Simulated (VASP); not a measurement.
**TaN: relaxation of shape and atoms at fixed volume with PBEsol**

Crystal: TaN.

```xyz
6
Lattice="5.1522 0.0000 0.0000 -2.5761 4.4619 0.0000 0.0000 0.0000 2.8742" Properties=species:S:1:pos:R:3 pbc="T T T"
Ta    0.0000    0.0000    0.0000
Ta    0.0000    2.9746    1.4371
Ta    2.5761    1.4873    1.4371
N     2.5761    0.0000    0.0000
N     1.2881    2.2310    0.0000
N    -1.2881    2.2310    0.0000
```

```yaml
Program: VASP 6.6.1
Task: relaxation of shape and atoms at fixed volume
Functional: PBEsol
Potentials_or_basis: VASP PAW PBE potentials, release 64 (Ta_pv, N)
Cutoff: 600 eV
k_mesh: 12 × 12 × 12
Occupations: gaussian, width 0.1 eV
Spin: no spin polarisation
Dipole_correction: no
Further_INCAR_settings: ALGO = Normal; EDIFF = 1e-07; IBRION = 2; EDIFFG = -0.01; NSW = 50; ISIF = 4
```

| Item | Value |
| --- | --- |
| Energy gained by relaxing | 1.0 meV/atom |
| Ionic steps | 3 |
| Pressure after relaxing | 10.7 GPa |
| Band gap on the k mesh | zero (bands 24 and 25 overlap by 2.28 eV) |

The path:
```
step  energy change (eV)  largest force (eV/Å)  pressure (GPa)  volume (Å³)
   1              0.0000                0.0000           11.51        66.08
   2             -0.0038                0.0000           10.17        66.08
   3             -0.0057                0.0000           10.66        66.08
```

Final structure:
```yaml
crystal:
  lattice:
    - [5.13621, 0.00000, 0.00000]
    - [-2.56810, 4.44808, 0.00000]
    - [0.00000, 0.00000, 2.89219]
  atoms:
    - { symbol: Ta, position: [0.00000, 0.00000, 0.00000] }
    - { symbol: Ta, position: [0.33333, 0.66667, 0.50000] }
    - { symbol: Ta, position: [0.66667, 0.33333, 0.50000] }
    - { symbol: N, position: [0.50000, 0.00000, 0.00000] }
    - { symbol: N, position: [0.50000, 0.50000, 0.00000] }
    - { symbol: N, position: [0.00000, 0.50000, 0.00000] }
```

Levels at points of the mesh, in eV from the Fermi level:
```csv
k point,band 21,band 22,band 23,band 24,band 25,band 26,band 27,band 28
"(0.00, 0.00, 0.00)",-3.04,-2.58,-2.14,-1.35,-1.35,0.74,0.74,1.31
"(0.50, 0.00, 0.00)",-3.54,-2.93,-1.76,-0.72,1.36,1.84,1.88,2.31
"(0.00, 0.00, 0.50)",-3.17,-3.17,-1.99,0.87,0.87,1.44,1.83,2.62
"(0.50, 0.00, 0.50)",-3.50,-3.27,-2.26,-1.29,1.05,1.39,3.13,3.56
```

It took 15 min on 1 thread of AMD EPYC 7R43 64-Core Processor (Zen 3), with other jobs on the host, peak memory 0.34 GiB.

Caveat: the PAW data sets were made with another functional, which shifts forces and pressure a little; spin-orbit coupling is left out, which moves the levels of the heavy elements.
